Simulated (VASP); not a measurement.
Sr, 1 atom in the cell. Symmetry: Fm-3m, No. 225, cubic system. The conventional cell has a = 5.854 Å, b = 5.854 Å, c = 5.854 Å, α = 90.00°, β = 90.00°, γ = 90.00°. Within 5.4 Å of Sr (site symmetry m-3m) lie 12 Sr at 4.14 Å. 

```yaml
Program: VASP 6.6.1
Task: single point
Functional: PBEsol
Potentials_or_basis: VASP PAW PBE potentials, release 64 (Sr_sv)
Cutoff: 520 eV
k_mesh: 15 × 15 × 15
Occupations: fermi-dirac, width 0.1 eV
Spin: no spin polarisation
Dipole_correction: no
Further_INCAR_settings: ALGO = Normal; EDIFF = 1e-06; NBANDS = 11
```

Potentials or basis: VASP PAW PBE potentials, release 64 (Sr_sv).

Command:

```sh
$ cat potpaw_PBE.64/Sr_sv/POTCAR > POTCAR
$ mpirun -np 1 vasp_std > vasp.out
```

Hardware: 1 thread of Intel(R) Xeon(R) 6975P-C (Granite Rapids), with other jobs on the host.

Q: How long does it take, and how much memory?

A: Wall time 24 s on 1 thread of Intel(R) Xeon(R) 6975P-C (Granite Rapids), with other jobs on the host, peak memory 0.22 GiB. Counts: scf iterations 11, k points 120.
